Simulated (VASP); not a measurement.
A run of VASP 6.6.1 is set up as follows.

Contents of INCAR:

```
SYSTEM = CuSi16
PREC     = Accurate       ! precision mode
ENCUT    = 520            ! plane-wave cutoff, eV
EDIFF    = 1E-6           ! SCF threshold, eV
ISMEAR   = 0              ! smearing method
SIGMA    = 0.05           ! smearing width, eV
LREAL    = Auto         
LASPH    = .True.         ! aspherical terms in the spheres
NELM     = 80             ! most SCF steps
ALGO     = Normal         ! electronic algorithm
ISIF     = 2              ! what is computed and relaxed
LWAVE    = .False.        ! write WAVECAR
LCHARG   = .False.        ! write CHGCAR
GGA      = PE             ! functional
IBRION   = 2              ! ionic algorithm
NSW      = 80             ! ionic steps
EDIFFG   = -0.03          ! ionic threshold
NELECT   = 74.0
```

Contents of KPOINTS:

```
Automatic mesh
0
Gamma
  2 2 2
  0 0 0
```

The input POSCAR:

```
CuSi16
1.0
    0.0000000000      5.4300000000      5.4300000000
    5.4300000000      0.0000000000      5.4300000000
    5.4300000000      5.4300000000      0.0000000000
Si Cu
16 1
Direct
    0.0000000000      0.0000000000      0.0000000000
    0.1250000000      0.1250000000      0.1250000000
    0.0000000000      0.0000000000      0.5000000000
    0.1250000000      0.1250000000      0.6250000000
    0.0000000000      0.5000000000      0.0000000000
    0.1250000000      0.6250000000      0.1250000000
    0.0000000000      0.5000000000      0.5000000000
    0.1250000000      0.6250000000      0.6250000000
    0.5000000000      0.0000000000      0.0000000000
    0.6250000000      0.1250000000      0.1250000000
    0.5000000000      0.0000000000      0.5000000000
    0.6250000000      0.1250000000      0.6250000000
    0.5000000000      0.5000000000      0.0000000000
    0.6250000000      0.6250000000      0.1250000000
    0.5000000000      0.5000000000      0.5000000000
    0.6250000000      0.6250000000      0.6250000000
    0.7525557700      0.7457891600      0.7438308100
```

Potentials or basis: VASP PAW PBE potentials, release 64 (Si, Cu).

Run with:

```sh
$ cat potpaw_PBE.64/Si/POTCAR potpaw_PBE.64/Cu/POTCAR > POTCAR
$ mpirun -np 1 vasp_std > vasp.out
```

Question: Estimate the energy gained by relaxing.

Answer: 8.1 meV/atom.

Final structure:
```yaml
crystal:
  lattice:
    - [0.00000, 5.43000, 5.43000]
    - [5.43000, 0.00000, 5.43000]
    - [5.43000, 5.43000, 0.00000]
  atoms:
    - { symbol: Si, position: [0.00058, 0.00553, 0.00718] }
    - { symbol: Si, position: [0.12596, 0.12981, 0.13108] }
    - { symbol: Si, position: [0.00549, 0.00301, 0.50408] }
    - { symbol: Si, position: [0.12607, 0.12590, 0.63530] }
    - { symbol: Si, position: [0.00645, 0.50277, 0.00338] }
    - { symbol: Si, position: [0.12664, 0.63360, 0.12703] }
    - { symbol: Si, position: [0.99500, 0.49827, 0.49941] }
    - { symbol: Si, position: [0.12697, 0.62650, 0.62730] }
    - { symbol: Si, position: [0.49888, 0.00742, 0.00692] }
    - { symbol: Si, position: [0.62870, 0.12930, 0.12978] }
    - { symbol: Si, position: [0.49859, 0.99238, 0.50222] }
    - { symbol: Si, position: [0.62883, 0.12007, 0.63156] }
    - { symbol: Si, position: [0.49926, 0.50179, 0.99205] }
    - { symbol: Si, position: [0.63022, 0.63204, 0.11716] }
    - { symbol: Si, position: [0.49524, 0.48832, 0.48565] }
    - { symbol: Si, position: [0.61450, 0.61279, 0.61307] }
    - { symbol: Cu, position: [0.74520, 0.73628, 0.73064] }
```

Caveat: the k points lie up to 0.50 Å⁻¹ apart; the cell carries a net charge on a neutralising background, which shifts energy and pressure.
